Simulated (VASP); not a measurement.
Write the native input for VASP 6.6.1 that does the following.

- Task: single point
- Functional: PBE
- Dispersion: D3(BJ)
- Potentials or basis: VASP PAW PBE potentials, release 64 (C, Ru_pv)
- Cutoff: 520 eV
- k mesh: 2 × 2 × 1
- Occupations: fermi-dirac, width 0.05 eV
- Spin: no spin polarisation
- Dipole correction: no
- Further INCAR settings: LREAL = Auto; ALGO = Normal; EDIFF = 1e-07; NBANDS = 58

The structure of RuC18 lies in POSCAR:

```
RuC18
1.0
    7.3980000000      0.0000000000      0.0000000000
   -3.6990000000      6.4068560000      0.0000000000
    0.0000000000      0.0000000000     11.0000000000
C Ru
18 1
Direct
   -0.0041422606     -0.0119103660      0.0951729091
    0.2167828484      0.0998079245      0.0952300000
   -0.0037951906      0.3231965882      0.0912555455
    0.2191492971      0.4346684240      0.0951979091
   -0.0041535775      0.6579353430      0.0951499091
    0.2167794642      0.7671639569      0.0952143636
    0.3259891110     -0.0119095856      0.0951700000
    0.5489374101      0.0995636549      0.0912389091
    0.3283585726      0.3229585619      0.0952440000
    0.5492756770      0.4346673314      0.0952003636
    0.3283602231      0.6555958180      0.0952292727
    0.5492854678      0.7648139743      0.0951732727
    0.6607528971     -0.0122506265      0.0912288182
    0.8843828216      0.0995639671      0.0912427273
    0.6607494257      0.3231947152      0.0912574545
    0.8843749086      0.4349904228      0.0912210000
    0.6609917243      0.6555955058      0.0952331818
    0.8841412617      0.7671641129      0.0952152727
    0.7725529414      1.2113429738      0.2437615455
```

These files were run (other wordings do the same):

INCAR

```
SYSTEM = RuC18
ALGO = Normal ; EDIFF = 1E-7
ENCUT = 520 ; GGA = PE
ISIF = 2 ; ISMEAR = -1
IVDW = 12 ; LASPH = .True.
LCHARG = .False. ; LREAL = Auto
LWAVE = .False. ; NBANDS = 58
NELM = 60 ; PREC = Accurate
SIGMA = 0.05
```

KPOINTS

```
k-points
0
Gamma
  2 2 1
  0 0 0
```

Potentials or basis: VASP PAW PBE potentials, release 64 (C, Ru_pv).

Launch:

```console
$ cat potpaw_PBE.64/C/POTCAR potpaw_PBE.64/Ru_pv/POTCAR > POTCAR
$ mpirun -np 1 vasp_std > vasp.out
```

Results of the run:

```
Largest force              : 0.022 eV/Å
Band gap on the k mesh     : zero (band 43 reaches -0.09 eV, above the bottom of band 44 at -0.30 eV)
Dispersion energy per atom : -0.095 eV
```

Caveat: the k points lie up to 0.49 Å⁻¹ apart.

It took 3.1 min on 1 thread of AMD EPYC 9R45 96-Core Processor (Zen 5) (shared host), peak memory 0.51 GiB.
